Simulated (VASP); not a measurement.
# SiC (P6_3mc) in VASP: single point with PBE0

Aim: the single point of SiC with PBE0.

All numbers are computed with VASP 6.6.1; they aren't measurements. Logs are shortened: lines on timing, memory, paths and dates and some standing lists are left out, and cuts for length are marked.

## 1. The cell of the first run

Symmetry: P6_3mc, No. 186, hexagonal system. Conventional cell: a = 3.075 Å, b = 3.075 Å, c = 5.048 Å, α = 90.00°, β = 90.00°, γ = 120.00°. Within 2.5 Å of Si (site symmetry 3m) lie 4 C at 1.88 to 1.90 Å. Within 2.5 Å of C (site symmetry 3m) lie 4 Si at 1.88 to 1.90 Å.

## 2. Single point, PBE0

Input file POSCAR:

```
SiC
1.0
    3.0753562392      0.0000000000      0.0000000000
   -1.5376781196      2.6633366288      0.0000000000
    0.0000000000      0.0000000000      5.0481080910
Si C
2 2
Direct
    0.3333333333      0.6666666667     -0.0004083989
    0.6666666667      0.3333333333      0.4995916011
    0.3333333333      0.6666666667      0.3754083989
    0.6666666667      0.3333333333      0.8754083989
```

Input file INCAR.step1:

```
PREC = Accurate ; ENCUT = 520
EDIFF = 1E-5 ; ISMEAR = 0
SIGMA = 0.01 ; LREAL = F
LASPH = T ; NELM = 60
ALGO = Normal ; ISIF = 2
LWAVE = T ; LCHARG = F
NBANDS = 16 ; GGA = PE
```

Input file INCAR.step2:

```
PREC = Accurate ; ENCUT = 520
EDIFF = 1E-6 ; ISMEAR = 0
SIGMA = 0.01 ; LREAL = F
LASPH = T ; NELM = 60
ALGO = Normal ; ISIF = 2
LWAVE = F ; LCHARG = F
GGA = PE ; LHFCALC = T
AEXX = 0.25 ; PRECFOCK = Normal
NBANDS = 16 ; ISTART = 1
```

Input file KPOINTS:

```
Automatic mesh
0
Gamma
  6 6 4
```

Potentials or basis: VASP PAW PBE potentials, release 64 (Si, C).

Run with:

```bash
> cat potpaw_PBE.64/Si/POTCAR potpaw_PBE.64/C/POTCAR > POTCAR
> cp INCAR.step1 INCAR
> mpirun -np 1 vasp_std > vasp.out
> cp INCAR.step2 INCAR
> mpirun -np 1 vasp_std > vasp.out
```

OUTCAR:

```text
PREC = Accurate
   ENCUT = 520
   EDIFF = 1E-6
   ISMEAR = 0
   LREAL = F
   LASPH = T
   NELM = 60
   ISIF = 2
   GGA = PE
   LHFCALC = T
   AEXX = 0.25
   PRECFOCK = Normal
   ISTART = 1

 ion  position               nearest neighbor table
   1  0.333  0.667  1.000-   4 1.88   4 1.88   4 1.88   3 1.90   2 3.09   2 3.09   2 3.09   2 3.09
                             2 3.09   2 3.09
   2  0.667  0.333  0.500-   3 1.88   3 1.88   3 1.88   4 1.90   1 3.09   1 3.09   1 3.09   1 3.09
                             1 3.09   1 3.09
   3  0.333  0.667  0.375-   2 1.88   2 1.88   2 1.88   1 1.90
   4  0.667  0.333  0.875-   1 1.88   1 1.88   1 1.88   2 1.90

  LATTYP: Found a hexagonal cell.
 ALAT       =     3.0753562392
 C/A-ratio  =     1.6414710031

  Lattice vectors:

 A1 = (   3.0753562392,   0.0000000000,   0.0000000000)
 A2 = (  -1.5376781196,   2.6633366288,   0.0000000000)
 A3 = (   0.0000000000,   0.0000000000,   5.0481080910)

Analysis of symmetry for initial positions (statically):
=====================================================================
 Subroutine PRICEL returns:
 Original cell was already a primitive cell.

 Routine SETGRP: Setting up the symmetry group for a
 hexagonal supercell.

 Subroutine GETGRP returns: Found 12 space group operations
 (whereof  6 operations were pure point group operations)
 out of a pool of 24 trial point group operations.

The static configuration has the point symmetry C_3v.
 The point group associated with its full space group is C_6v.

Analysis of symmetry for dynamics (positions and initial velocities):
=====================================================================
 Subroutine PRICEL returns:
 Original cell was already a primitive cell.

 Routine SETGRP: Setting up the symmetry group for a
 hexagonal supercell.

 Subroutine GETGRP returns: Found 12 space group operations
 (whereof  6 operations were pure point group operations)
 out of a pool of 24 trial point group operations.

The dynamic configuration has the point symmetry C_3v.
 The point group associated with its full space group is C_6v.

 Subroutine INISYM returns: Found 12 space group operations
 (whereof  6 operations are pure point group operations),
 and found     1 'primitive' translations

----------------------------------------------------------------------------------------

                                     Primitive cell

  volume of cell :      41.3476

  direct lattice vectors                    reciprocal lattice vectors
     3.075356239  0.000000000  0.000000000     0.325165582  0.187734436  0.000000000
    -1.537678120  2.663336629  0.000000000     0.000000000  0.375468872  0.000000000
     0.000000000  0.000000000  5.048108091     0.000000000  0.000000000  0.198094015

  length of vectors
     3.075356239  3.075356239  5.048108091     0.375468872  0.375468872  0.198094015

  position of ions in fractional coordinates (direct lattice)
     0.333333333  0.666666667  0.999591601
     0.666666667  0.333333333  0.499591601
     0.333333333  0.666666667  0.375408399
     0.666666667  0.333333333  0.875408399

  ion indices of the primitive-cell ions
   primitive index   ion index
                 1           1
                 2           2
                 3           3
                 4           4

----------------------------------------------------------------------------------------

 KPOINTS: Automatic mesh

Automatic generation of k-mesh.
 Grid dimensions read from file:
 generate k-points for:    6    6    4

 Generating k-lattice:

  Cartesian coordinates                     Fractional coordinates (reciprocal lattice)
     0.054194264  0.031289073  0.000000000     0.166666667  0.000000000  0.000000000
     0.000000000  0.062578145  0.000000000     0.000000000  0.166666667  0.000000000
     0.000000000  0.000000000  0.049523504     0.000000000  0.000000000  0.250000000

  Length of vectors
     0.062578145  0.062578145  0.049523504

  Shift w.r.t. Gamma in fractional coordinates (k-lattice)
     0.000000000  0.000000000  0.000000000

 Subroutine IBZKPT returns following result:
 ===========================================

 Found     21 irreducible k-points:

 Following reciprocal coordinates:
            Coordinates               Weight
  0.000000  0.000000  0.000000      1.000000
  0.166667 -0.000000  0.000000      6.000000
  0.333333  0.000000  0.000000      6.000000
  0.500000  0.000000  0.000000      3.000000
  0.166667  0.166667  0.000000      6.000000
  0.333333  0.166667  0.000000     12.000000
[... 13 lines left out ...]
  0.333333  0.166667  0.500000     12.000000
  0.333333  0.333333  0.500000      2.000000
   k-points           NKPTS =     21   k-points in BZ     NKDIM =    144   number of bands    NBANDS=     16
   number of dos      NEDOS =    301   number of ions     NIONS =      4
   total plane-waves  NPLWV =  23040
   dimension x,y,z NGX =    24 NGY =   24 NGZ =   40
   dimension x,y,z NGXF=    48 NGYF=   48 NGZF=   80
   ions per type =               2   2
   NGX,Y,Z   is equivalent  to a cutoff of  12.97, 12.97, 13.17 a.u.
   NGXF,Y,Z  is equivalent  to a cutoff of  25.95, 25.95, 26.35 a.u.
 SYSTEM =  unknown system
   PREC   = accura    normal or accurate (medium, high low for compatibility)
   ISTART =      1    job   : 0-new  1-cont  2-samecut
   ICHARG =      0    charge: 1-file 2-atom 10-const
   ISPIN  =      1    spin polarized calculation?
   LNONCOLLINEAR =      F non collinear calculations
   LSORBIT =      F    spin-orbit coupling
   LASPH  =      T    aspherical Exc in radial PAW
   ENCUT  =  520.0 eV  38.22 Ry    6.18 a.u.   5.72  5.72  9.39*2*pi/ulx,y,z
   NELM   =     60;   NELMIN=  2; NELMDL=  0     # of ELM steps
   EDIFF  = 0.1E-05   stopping-criterion for ELM
   LREAL  =      F    real-space projection
   EDIFFG = 0.1E-04   stopping-criterion for IOM
   NSW    =      0    number of steps for IOM
   IBRION =     -1    ionic relax: 0-MD 1-quasi-New 2-CG
   NFREE  =      0    steps in history (QN), initial steepest desc. (CG)
   ISIF   =      2    stress and relaxation
   ISYM   =      3    0-nonsym 1-usesym 2-fastsym
   POTIM  = 0.5000    time-step for ionic-motion
   TEBEG  =    0.0;   TEEND  =   0.0 temperature during run
   PSTRESS=    0.0 pullay stress
   NELECT =      16.0000    total number of electrons
   NUPDOWN=      -1.0000    fix difference up-down
   EMIN   =  10.00;   EMAX   =-10.00  energy-range for DOS
   EFERMI =   0.00;   METHOD = LEGACY
   ISMEAR =     0;   SIGMA  =   0.01  broadening in eV -4-tet -1-fermi 0-gaus
   EFERMI_NEDOS =   21; number of points for ismear=-14 and -15
   IALGO  =     38    algorithm
   IMIX   =      1    mixing-type and parameters
     AMIX     =   0.40;   BMIX     =  1.00
     AMIX_MAG =   1.60;   BMIX_MAG =  1.00
  volume/ion in A,a.u.               =      10.34        69.76
  Fermi-wavevector in a.u.,A,eV,Ry     =   1.192975  2.254396 19.363676  1.423190
  Thomas-Fermi vector in A             =   2.329001
   LORBIT       =      0    0 simple, 1 ext, 2 COOP (PROOUT), +10 PAW based schemes
   GGA     = PE    functional components
   LHFCALC =     T    Hartree Fock is set to
   PRECFOCK=normal    Normal, Fast or Accurate (Low or Medium for compatibility)
   ENCUT4O =  -1.0   cutoff for four orbital integrals eV
   NKREDX  =     1    reduce k-point grid by
   NKREDY  =     1    reduce k-point grid by
   NKREDZ  =     1    reduce k-point grid by
   AEXX    =    0.2500 exact exchange contribution
   HFSCREEN=    0.0000 screening length (either q_TF or 0.3 A-1)
   HFSCREENC=   0.0000 screening length for correlation (either q_TF or 0.3 A-1)
   ENCUTFOCK=  -1.0 apply spherical cutoff to Coloumb kernel
   IVDW    =     0    specifies the selected vdW correction
   LEPSILON=     F    determine dielectric tensor
   LRPA    =     F    only Hartree local field effects (RPA)
 non-spin polarized calculation
 Gauss-broadening in eV      SIGMA  =   0.01
  energy-cutoff  :      520.00
  volume of cell :       41.35
 maximum number of plane-waves:      1124
 NGX is ok and might be reduce to    24
  NGX = 18; NGY = 18; NGZ = 30

 number of electron      16.0000000 magnetization

 Free energy of the ion-electron system (eV)
  ---------------------------------------------------
  ext. energy  EPLUGINS =         0.00000000
  ---------------------------------------------------
  free energy    TOTEN  =       -36.94688787 eV

  energy without entropy =      -36.94688787  energy(sigma->0) =      -36.94688787

 E-fermi :   7.3406     XC(G=0):  -8.9458

 val. band max:        7.2840120914   @ k =   0.0000   0.0000   0.0000
 cond. band min:      11.1882861621   @ k =   0.3333   0.3333   0.0000
 fundamental gap:      3.9042740707
 Fermi energy:         7.3406105990

 k-point     1 :       0.0000    0.0000    0.0000
  band No.  band energies     occupation
      1      -9.9417      2.00000
      2      -6.0883      2.00000
      3      -2.3044      2.00000
      4       5.8175      2.00000
      5       5.8175      2.00000
      6       7.1726      2.00000
[... 8 lines left out ...]
     15      18.4175      0.00000
     16      21.0751      0.00000

 k-point     2 :       0.1667   -0.0000    0.0000
  band No.  band energies     occupation
      1      -9.4206      2.00000
      2      -5.6509      2.00000
      3      -1.8209      2.00000
      4       3.4546      2.00000
      5       5.0665      2.00000
      6       5.5491      2.00000
[... 8 lines left out ...]
     15      18.9639      0.00000
     16      19.4137      0.00000

 k-point     3 :       0.3333    0.0000    0.0000
  band No.  band energies     occupation
      1      -7.9319      2.00000
      2      -4.6218      2.00000
      3      -0.9094      2.00000
      4       0.4473      2.00000
      5       2.4392      2.00000
      6       4.0217      2.00000
[... 8 lines left out ...]
     15      20.5196      0.00000
     16      21.8865      0.00000
[... 305 lines left out ...]
 k-point    20 :       0.3333    0.1667    0.5000
  band No.  band energies     occupation
      1      -5.5789      2.00000
      2      -5.5789      2.00000
      3      -0.9931      2.00000
      4      -0.9931      2.00000
      5       2.7971      2.00000
      6       2.7972      2.00000
[... 8 lines left out ...]
     15      21.4144      0.00000
     16      21.4144      0.00000

 k-point    21 :       0.3333    0.3333    0.5000
  band No.  band energies     occupation
      1      -4.7649      2.00000
      2      -4.7649      2.00000
      3      -1.2520      2.00000
      4      -1.2520      2.00000
      5       1.1016      2.00000
      6       1.1016      2.00000
[... 8 lines left out ...]
     15      21.1011      0.00000
     16      21.1011      0.00000

------------------------ aborting loop because EDIFF is reached ----------------------------------------

  FORCE on cell =-STRESS in cart. coord.  units (eV):
  Direction    XX          YY          ZZ          XY          YZ          ZX
  --------------------------------------------------------------------------------------
  -------------------------------------------------------------------------------------
  Total       -0.4091788     -0.4091788     -0.5279136      0.0000000     -0.0000000      0.0000000
  in kB      -15.8552661    -15.8552661    -20.4561201      0.0000000     -0.0000000      0.0000000
  external PRESSURE =     -17.3888841 kB  Pullay stress =       0.0000000 kB

 VOLUME and BASIS-vectors are now :
 -----------------------------------------------------------------------------
  energy-cutoff  :      520.00
  volume of cell :       41.35
      direct lattice vectors                 reciprocal lattice vectors
     3.075356239  0.000000000  0.000000000     0.325165582  0.187734436  0.000000000
    -1.537678120  2.663336629  0.000000000     0.000000000  0.375468872  0.000000000
     0.000000000  0.000000000  5.048108091     0.000000000  0.000000000  0.198094015

 POSITION                                       TOTAL-FORCE (eV/Angst)
 -----------------------------------------------------------------------------------
     -0.00000      1.77556      5.04605         0.000000      0.000000     -0.017051
      1.53768      0.88778      2.52199        -0.000000      0.000000     -0.017051
     -0.00000      1.77556      1.89510        -0.000000     -0.000000      0.017051
      1.53768      0.88778      4.41916         0.000000      0.000000      0.017051
 -----------------------------------------------------------------------------------
    total drift:                                0.000000     -0.000000     -0.000092

  FREE ENERGIE OF THE ION-ELECTRON SYSTEM (eV)
  ---------------------------------------------------
  free  energy   TOTEN  =       -36.9468878748 eV

  energy  without entropy=      -36.9468878748  energy(sigma->0) =      -36.94688787
```

Run time: 16 min. Hardware: 1 thread of Intel Xeon Platinum 8488C (Sapphire Rapids), shared host; peak memory 0.17 GiB.

Results:

```yaml
Free_energy: -36.9469 eV
Pressure: -1.7 GPa
Largest_force: 0.017 eV/Å
Band_gap_on_the_k_mesh: 3.90 eV (least direct gap 5.82 eV)
```

Forces on the atoms (eV/Å):
```
Si   0.000  0.000 -0.017
Si   0.000  0.000 -0.017
C    0.000  0.000  0.017
C    0.000  0.000  0.017
```

Caveat: the PAW data sets were made with another functional, which shifts forces and pressure a little. A k mesh can miss the band edges.
